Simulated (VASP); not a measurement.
# AlN (Fm-3m) in VASP: further runs

The runs below take AlN through single point, with PBE.

All numbers are computed with VASP 6.6.1; they aren't measurements. Logs are shortened: lines on timing, memory, paths and dates and some standing lists are left out, and cuts for length are marked.

**1. The cell of the first run**

The structure is cubic, space group Fm-3m (No. 225). Conventional cell: a = 4.029 Å, b = 4.029 Å, c = 4.029 Å, α = 90.00°, β = 90.00°, γ = 90.00°. Within 2.7 Å of Al (site symmetry m-3m) lie 6 N at 2.01 Å. N (site symmetry m-3m) has 6 Al at 2.01 Å within 2.7 Å.

**2. Single point, PBE (volume scaled by 0.97)**

INCAR reads:

```
SYSTEM = AlN
  PREC = Accurate
  ENCUT = 520
  EDIFF = 1E-6
  ISMEAR = 0
  SIGMA = 0.02
  LREAL = .False.
  LASPH = .True.
  NELM = 80
  ALGO = Normal
  ISIF = 2
  LWAVE = .False.
  LCHARG = .True.
  GGA = PE
  LELF = .True.
  LVHAR = .True.
  NBANDS = 11
```

KPOINTS reads:

```
regular mesh
0
Gamma
  10 10 10
  0 0 0
```

POSCAR reads:

```
AlN
1.0
    0.0000000000      2.0147034397      2.0147034397
    2.0147034397      0.0000000000      2.0147034397
    2.0147034397      2.0147034397      0.0000000000
Al N
1 1
Direct
    0.5000000000      0.5000000000      0.5000000000
    0.0000000000      0.0000000000      0.0000000000
```

Potentials or basis: VASP PAW PBE potentials, release 64 (Al, N).

On the command line:

```bash
> cat potpaw_PBE.64/Al/POTCAR potpaw_PBE.64/N/POTCAR > POTCAR
> mpirun -np 1 vasp_std > vasp.out
```

OUTCAR:

```text
SYSTEM = AlN
   PREC = Accurate
   ENCUT = 520
   EDIFF = 1E-6
   ISMEAR = 0
   LREAL = .False.
   LASPH = .True.
   NELM = 80
   ISIF = 2
   GGA = PE

 ion  position               nearest neighbor table
   1  0.500  0.500  0.500-   2 2.01   2 2.01   2 2.01   2 2.01   2 2.01   2 2.01
   2  0.000  0.000  0.000-   1 2.01   1 2.01   1 2.01   1 2.01   1 2.01   1 2.01

  LATTYP: Found a face centered cubic cell.
 ALAT       =     4.0294068794

  Lattice vectors:

 A1 = (   0.0000000000,   2.0147034397,   2.0147034397)
 A2 = (   2.0147034397,   0.0000000000,   2.0147034397)
 A3 = (   2.0147034397,   2.0147034397,   0.0000000000)

Analysis of symmetry for initial positions (statically):
=====================================================================
 Subroutine PRICEL returns:
 Original cell was already a primitive cell.

 Routine SETGRP: Setting up the symmetry group for a
 face centered cubic supercell.

 Subroutine GETGRP returns: Found 48 space group operations
 (whereof 48 operations were pure point group operations)
 out of a pool of 48 trial point group operations.

The static configuration has the point symmetry O_h .

Analysis of symmetry for dynamics (positions and initial velocities):
=====================================================================
 Subroutine PRICEL returns:
 Original cell was already a primitive cell.

 Routine SETGRP: Setting up the symmetry group for a
 face centered cubic supercell.

 Subroutine GETGRP returns: Found 48 space group operations
 (whereof 48 operations were pure point group operations)
 out of a pool of 48 trial point group operations.

The dynamic configuration has the point symmetry O_h .

 Subroutine INISYM returns: Found 48 space group operations
 (whereof 48 operations are pure point group operations),
 and found     1 'primitive' translations

----------------------------------------------------------------------------------------

                                     Primitive cell

  volume of cell :      16.3555

  direct lattice vectors                    reciprocal lattice vectors
     0.000000000  2.014703440  2.014703440    -0.248175483  0.248175483  0.248175483
     2.014703440  0.000000000  2.014703440     0.248175483 -0.248175483  0.248175483
     2.014703440  2.014703440  0.000000000     0.248175483  0.248175483 -0.248175483

  length of vectors
     2.849220929  2.849220929  2.849220929     0.429852546  0.429852546  0.429852546

  position of ions in fractional coordinates (direct lattice)
     0.500000000  0.500000000  0.500000000
     0.000000000  0.000000000  0.000000000

  ion indices of the primitive-cell ions
   primitive index   ion index
                 1           1
                 2           2

----------------------------------------------------------------------------------------

 KPOINTS: regular mesh

Automatic generation of k-mesh.
 Grid dimensions read from file:
 generate k-points for:   10   10   10

 Generating k-lattice:

  Cartesian coordinates                     Fractional coordinates (reciprocal lattice)
    -0.024817548  0.024817548  0.024817548     0.100000000  0.000000000  0.000000000
     0.024817548 -0.024817548  0.024817548     0.000000000  0.100000000  0.000000000
     0.024817548  0.024817548 -0.024817548     0.000000000  0.000000000  0.100000000

  Length of vectors
     0.042985255  0.042985255  0.042985255

  Shift w.r.t. Gamma in fractional coordinates (k-lattice)
     0.000000000  0.000000000  0.000000000

 Subroutine IBZKPT returns following result:
 ===========================================

 Found     47 irreducible k-points:

 Following reciprocal coordinates:
            Coordinates               Weight
  0.000000  0.000000  0.000000      1.000000
  0.100000  0.000000  0.000000      8.000000
  0.200000  0.000000  0.000000      8.000000
  0.300000  0.000000  0.000000      8.000000
  0.400000  0.000000  0.000000      8.000000
  0.500000  0.000000  0.000000      4.000000
[... 16 lines left out ...]
  0.300000  0.300000  0.000000      6.000000
  0.400000  0.300000  0.000000     24.000000
 [... further k-points ...]
   k-points           NKPTS =     47   k-points in BZ     NKDIM =     47   number of bands    NBANDS=     11
   number of dos      NEDOS =    301   number of ions     NIONS =      2
   total plane-waves  NPLWV =  13824
   dimension x,y,z NGX =    24 NGY =   24 NGZ =   24
   dimension x,y,z NGXF=    48 NGYF=   48 NGZF=   48
   ions per type =               1   1
   NGX,Y,Z   is equivalent  to a cutoff of  14.00, 14.00, 14.00 a.u.
   NGXF,Y,Z  is equivalent  to a cutoff of  28.01, 28.01, 28.01 a.u.
 SYSTEM =  AlN
   PREC   = accura    normal or accurate (medium, high low for compatibility)
   ISTART =      0    job   : 0-new  1-cont  2-samecut
   ICHARG =      2    charge: 1-file 2-atom 10-const
   ISPIN  =      1    spin polarized calculation?
   LNONCOLLINEAR =      F non collinear calculations
   LSORBIT =      F    spin-orbit coupling
   LASPH  =      T    aspherical Exc in radial PAW
   ENCUT  =  520.0 eV  38.22 Ry    6.18 a.u.   5.30  5.30  5.30*2*pi/ulx,y,z
   NELM   =     80;   NELMIN=  2; NELMDL= -5     # of ELM steps
   EDIFF  = 0.1E-05   stopping-criterion for ELM
   LREAL  =      F    real-space projection
   EDIFFG = 0.1E-04   stopping-criterion for IOM
   NSW    =      0    number of steps for IOM
   IBRION =     -1    ionic relax: 0-MD 1-quasi-New 2-CG
   NFREE  =      0    steps in history (QN), initial steepest desc. (CG)
   ISIF   =      2    stress and relaxation
   ISYM   =      2    0-nonsym 1-usesym 2-fastsym
   POTIM  = 0.5000    time-step for ionic-motion
   TEBEG  =    0.0;   TEEND  =   0.0 temperature during run
   PSTRESS=    0.0 pullay stress
   NELECT =       8.0000    total number of electrons
   NUPDOWN=      -1.0000    fix difference up-down
   EMIN   =  10.00;   EMAX   =-10.00  energy-range for DOS
   EFERMI =   0.00;   METHOD = LEGACY
   ISMEAR =     0;   SIGMA  =   0.02  broadening in eV -4-tet -1-fermi 0-gaus
   EFERMI_NEDOS =   21; number of points for ismear=-14 and -15
   IALGO  =     38    algorithm
   IMIX   =      4    mixing-type and parameters
     AMIX     =   0.40;   BMIX     =  1.00
     AMIX_MAG =   1.60;   BMIX_MAG =  1.00
  volume/ion in A,a.u.               =       8.18        55.19
  Fermi-wavevector in a.u.,A,eV,Ry     =   1.289883  2.437526 22.637353  1.663799
  Thomas-Fermi vector in A             =   2.421749
   LORBIT       =      0    0 simple, 1 ext, 2 COOP (PROOUT), +10 PAW based schemes
   GGA     = PE    functional components
   LHFCALC =     F    Hartree Fock is set to
   AEXX    =    0.0000 exact exchange contribution
   IVDW    =     0    specifies the selected vdW correction
   LEPSILON=     F    determine dielectric tensor
   LRPA    =     F    only Hartree local field effects (RPA)
 non-spin polarized calculation
 Gauss-broadening in eV      SIGMA  =   0.02
  energy-cutoff  :      520.00
  volume of cell :       16.36
 maximum number of plane-waves:       459
 NGX is ok and might be reduce to    24
   NGX = 11   NGY = 11   NGZ = 11

 number of electron       7.9999999 magnetization

 Free energy of the ion-electron system (eV)
  ---------------------------------------------------
  ext. energy  EPLUGINS =         0.00000000
  ---------------------------------------------------
  free energy    TOTEN  =       -14.53387448 eV

  energy without entropy =      -14.53387448  energy(sigma->0) =      -14.53387448

 E-fermi :  10.1956     XC(G=0): -12.3336

 val. band max:       10.0971526129   @ k =   0.0000   0.0000   0.0000
 cond. band min:      14.8030236715   @ k =   0.5000   0.5000   0.0000
 fundamental gap:      4.7058710586
 Fermi energy:        10.1956434511

 k-point     1 :       0.0000    0.0000    0.0000
  band No.  band energies     occupation
      1      -7.5492      2.00000
      2      10.0972      2.00000
      3      10.0972      2.00000
      4      10.0972      2.00000
      5      15.9254      0.00000
      6      22.2978      0.00000
      7      22.2978      0.00000
      8      22.2978      0.00000
      9      27.4665      0.00000
     10      27.9630      0.00000
     11      27.9630      0.00000

 k-point     2 :       0.1000    0.0000    0.0000
  band No.  band energies     occupation
      1      -7.3419      2.00000
      2       9.0784      2.00000
      3       9.9727      2.00000
      4       9.9727      2.00000
      5      16.5451      0.00000
      6      21.3970      0.00000
      7      22.6021      0.00000
      8      22.6021      0.00000
      9      26.4157      0.00000
     10      26.4157      0.00000
     11      28.4929      0.00000

 k-point     3 :       0.2000    0.0000    0.0000
  band No.  band energies     occupation
      1      -6.7391      2.00000
      2       6.9232      2.00000
      3       9.6707      2.00000
      4       9.6707      2.00000
      5      17.1577      0.00000
      6      20.9328      0.00000
      7      22.8038      0.00000
      8      22.8038      0.00000
      9      25.8176      0.00000
     10      25.8176      0.00000
     11      27.8444      0.00000

 k-point     4 :       0.3000    0.0000    0.0000
  band No.  band energies     occupation
      1      -5.8140      2.00000
      2       4.5737      2.00000
      3       9.3363      2.00000
      4       9.3363      2.00000
      5      16.8523      0.00000
      6      21.9326      0.00000
      7      22.0852      0.00000
      8      22.0852      0.00000
      9      27.0003      0.00000
     10      27.3079      0.00000
     11      27.3079      0.00000

 k-point     5 :       0.4000    0.0000    0.0000
  band No.  band energies     occupation
      1      -4.7836      2.00000
      2       2.5945      2.00000
      3       9.0905      2.00000
      4       9.0905      2.00000
      5      16.4471      0.00000
      6      21.4203      0.00000
      7      21.4203      0.00000
      8      23.0990      0.00000
      9      26.4488      0.00000
     10      29.5518      0.00000
     11      29.5518      0.00000
[... 211 lines left out ...]
 k-point    21 :      -0.3000    0.2000    0.0000
  band No.  band energies     occupation
      1      -4.5706      2.00000
      2       3.6911      2.00000
      3       6.3979      2.00000
      4       8.9541      2.00000
      5      18.3985      0.00000
      6      20.0961      0.00000
      7      21.6562      0.00000
      8      22.5366      0.00000
      9      27.2059      0.00000
     10      29.4707      0.00000
     11      31.0802      0.00000

 k-point    22 :      -0.2000    0.2000    0.0000
  band No.  band energies     occupation
      1      -5.5151      2.00000
      2       5.1205      2.00000
      3       7.1260      2.00000
      4       9.3992      2.00000
      5      18.8677      0.00000
      6      20.1537      0.00000
      7      21.0568      0.00000
      8      22.7493      0.00000
      9      25.1887      0.00000
     10      29.3390      0.00000
     11      30.7934      0.00000

 k-point    23 :       0.3000    0.3000    0.0000
  band No.  band energies     occupation
      1      -5.2698      2.00000
      2       5.2550      2.00000
      3       8.0544      2.00000
      4       8.0544      2.00000
      5      16.7948      0.00000
      6      17.0863      0.00000
      7      21.9789      0.00000
      8      25.8633      0.00000
      9      25.8633      0.00000
     10      30.7354      0.00000
     11      34.3808      0.00000

 k-point    24 :       0.4000    0.3000    0.0000
  band No.  band energies     occupation
      1      -4.5026      2.00000
      2       4.2075      2.00000
      3       7.2724      2.00000
      4       7.7944      2.00000
      5      16.3145      0.00000
      6      17.0566      0.00000
      7      22.4276      0.00000
      8      25.8337      0.00000
      9      26.6096      0.00000
     10      32.0455      0.00000
     11      35.0520      0.00000

 [... further k-points ...]
[... 5 lines left out ...]
  --------------------------------------------------------------------------------------
  -------------------------------------------------------------------------------------
  Total        0.8018122      0.8018122      0.8018122     -0.0000000     -0.0000000      0.0000000
  in kB       78.5452350     78.5452350     78.5452350     -0.0000000     -0.0000000      0.0000000
  external PRESSURE =      78.5452350 kB  Pullay stress =       0.0000000 kB

 VOLUME and BASIS-vectors are now :
 -----------------------------------------------------------------------------
  energy-cutoff  :      520.00
  volume of cell :       16.36
      direct lattice vectors                 reciprocal lattice vectors
     0.000000000  2.014703440  2.014703440    -0.248175483  0.248175483  0.248175483
     2.014703440  0.000000000  2.014703440     0.248175483 -0.248175483  0.248175483
     2.014703440  2.014703440  0.000000000     0.248175483  0.248175483 -0.248175483

 POSITION                                       TOTAL-FORCE (eV/Angst)
 -----------------------------------------------------------------------------------
      2.01470      2.01470      2.01470        -0.000000      0.000000     -0.000000
      0.00000      0.00000      0.00000         0.000000      0.000000      0.000000
 -----------------------------------------------------------------------------------
    total drift:                                0.000000     -0.000000     -0.000000

  FREE ENERGIE OF THE ION-ELECTRON SYSTEM (eV)
  ---------------------------------------------------
  free  energy   TOTEN  =       -14.5338744794 eV

  energy  without entropy=      -14.5338744794  energy(sigma->0) =      -14.53387448
```

It took 10 s on 1 thread of Intel Xeon Platinum 8259CL at 2.50GHz (Skylake/Cascade Lake), shared host; peak memory 0.14 GiB.

What came out:

| Property | Result |
| --- | --- |
| Free energy | -14.5339 eV |
| Pressure | 7.9 GPa |
| Band gap on the k mesh | 4.71 eV, indirect (least direct gap 5.83 eV) |

 A k mesh can miss the band edges.

**3. Single point, PBE (volume scaled by 0.94)**

INCAR reads:

```
SYSTEM = AlN
PREC     = Accurate       ! precision mode
ENCUT    = 520            ! plane-wave cutoff, eV
EDIFF    = 1E-6           ! SCF threshold, eV
ISMEAR   = 0              ! smearing method
SIGMA    = 0.02           ! smearing width, eV
LREAL    = .FALSE.        ! projectors in reciprocal space
LASPH    = .TRUE.         ! aspherical terms in the spheres
NELM     = 60             ! most SCF steps
ALGO     = Normal         ! electronic algorithm
ISIF     = 2              ! what is computed and relaxed
LWAVE    = .FALSE.        ! write WAVECAR
LCHARG   = .FALSE.        ! write CHGCAR
GGA      = PE             ! functional
NBANDS   = 11             ! bands
```

KPOINTS reads:

```
Automatic mesh
0
G
  10 10 10
  0 0 0
```

POSCAR reads:

```
AlN
1.0
    0.0000000000      1.9937154193      1.9937154193
    1.9937154193      0.0000000000      1.9937154193
    1.9937154193      1.9937154193      0.0000000000
Al N
1 1
Direct
    0.5000000000      0.5000000000      0.5000000000
    0.0000000000      0.0000000000      0.0000000000
```

Potentials or basis: VASP PAW PBE potentials, release 64 (Al, N).

On the command line:

```bash
> cat potpaw_PBE.64/Al/POTCAR potpaw_PBE.64/N/POTCAR > POTCAR
> mpirun -np 1 vasp_std > vasp.out
```

Wall time 8.4 s (1 thread of Intel Xeon Platinum 8259CL at 2.50GHz (Skylake/Cascade Lake), shared host); peak memory 0.13 GiB.

The run converged. Its results:

```
Free energy            : -14.4942 eV
Pressure               : 17.3 GPa
Band gap on the k mesh : 5.02 eV, indirect (least direct gap 6.29 eV)
```

Levels at points of the mesh, in eV from the valence-band top:
| k point | band 1 | band 2 | band 3 | band 4 | band 5 | band 6 | band 7 | band 8 |
| --- | --- | --- | --- | --- | --- | --- | --- | --- |
| (0.00, 0.00, 0.00) | -17.94 | 0.00 | 0.00 | 0.00 | 6.29 | 12.30 | 12.30 | 12.30 |
| (0.50, 0.00, 0.00) | -14.51 | -8.57 | -1.16 | -1.16 | 6.40 | 11.34 | 11.34 | 13.93 |
| (0.50, 0.50, 0.00) | -13.47 | -7.67 | -2.91 | -2.91 | 5.02 | 5.23 | 14.57 | 17.92 |

 A k mesh can miss the band edges.

**4. Single point, PBE (volume scaled by 1.03)**

INCAR reads:

```
ALGO = Normal
EDIFF = 1E-6
ENCUT = 520
GGA = PE
ISIF = 2
ISMEAR = 0
LASPH = T
LCHARG = F
LREAL = F
LWAVE = F
NBANDS = 11
NELM = 60
PREC = Accurate
SIGMA = 0.02
```

KPOINTS reads:

```
k-points
0
Gamma
  10 10 10
```

POSCAR reads:

```
AlN
1.0
    0.0000000000      2.0554154881      2.0554154881
    2.0554154881      0.0000000000      2.0554154881
    2.0554154881      2.0554154881      0.0000000000
Al N
1 1
Direct
    0.5000000000      0.5000000000      0.5000000000
    0.0000000000      0.0000000000      0.0000000000
```

On the command line:

```bash
> cat potpaw_PBE.64/Al/POTCAR potpaw_PBE.64/N/POTCAR > POTCAR
> mpirun -np 1 vasp_std > vasp.out
```

It took 11 s on 1 thread of Intel Xeon Platinum 8259CL at 2.50GHz (Skylake/Cascade Lake), shared host; peak memory 0.13 GiB.

It converged, with:

```yaml
Free_energy: -14.5341 eV
Pressure: -7.3 GPa
Band_gap_on_the_k_mesh: 4.14 eV, indirect (least direct gap 4.98 eV)
```

Levels at points of the mesh, in eV from the valence-band top:
| k point | band 2 | band 3 | band 4 | band 5 | band 6 | band 7 |
| --- | --- | --- | --- | --- | --- | --- |
| (0.00, 0.00, 0.00) | 0.00 | 0.00 | 0.00 | 4.98 | 12.01 | 12.01 |
| (0.50, 0.00, 0.00) | -7.99 | -0.99 | -0.99 | 5.82 | 10.60 | 10.60 |
| (0.50, 0.50, 0.00) | -7.05 | -2.67 | -2.67 | 4.14 | 5.38 | 13.45 |

**5. Single point, PBE (volume scaled by 1.06)**

INCAR reads:

```
SYSTEM = AlN
PREC = Accurate
ENCUT = 520
EDIFF = 1E-6
ISMEAR = 0
SIGMA = 0.02
LREAL = .False.
LASPH = .True.
NELM = 60
ALGO = Normal
ISIF = 2
LWAVE = .False.
LCHARG = .False.
GGA = PE
NBANDS = 11
```

KPOINTS reads:

```
Automatic mesh
0
Gamma
  10 10 10
  0 0 0
```

POSCAR reads:

```
AlN
1.0
    0.0000000000      2.0751803110      2.0751803110
    2.0751803110      0.0000000000      2.0751803110
    2.0751803110      2.0751803110      0.0000000000
Al N
1 1
Direct
    0.5000000000      0.5000000000      0.5000000000
    0.0000000000      0.0000000000      0.0000000000
```

On the command line:

```bash
> cat potpaw_PBE.64/Al/POTCAR potpaw_PBE.64/N/POTCAR > POTCAR
> mpirun -np 1 vasp_std > vasp.out
```

Run time: 10 s. Hardware: 1 thread of Intel Xeon Platinum 8259CL at 2.50GHz (Skylake/Cascade Lake), shared host; peak memory 0.13 GiB.

It converged, with:

```
Free energy            : -14.5018 eV
Pressure               : -13.3 GPa
Band gap on the k mesh : 3.88 eV, indirect (least direct gap 4.59 eV)
```

Levels at points of the mesh, in eV from the valence-band top:
```
           k point  band 2  band 3  band 4  band 5  band 6  band 7
(0.00, 0.00, 0.00)    0.00    0.00    0.00    4.59   11.91   11.91
(0.50, 0.00, 0.00)   -7.82   -0.94   -0.94    5.65   10.38   10.38
(0.50, 0.50, 0.00)   -6.87   -2.60   -2.60    3.88    5.42   13.11
```

 A k mesh can miss the band edges.

(Continued in part 2 of 2.)
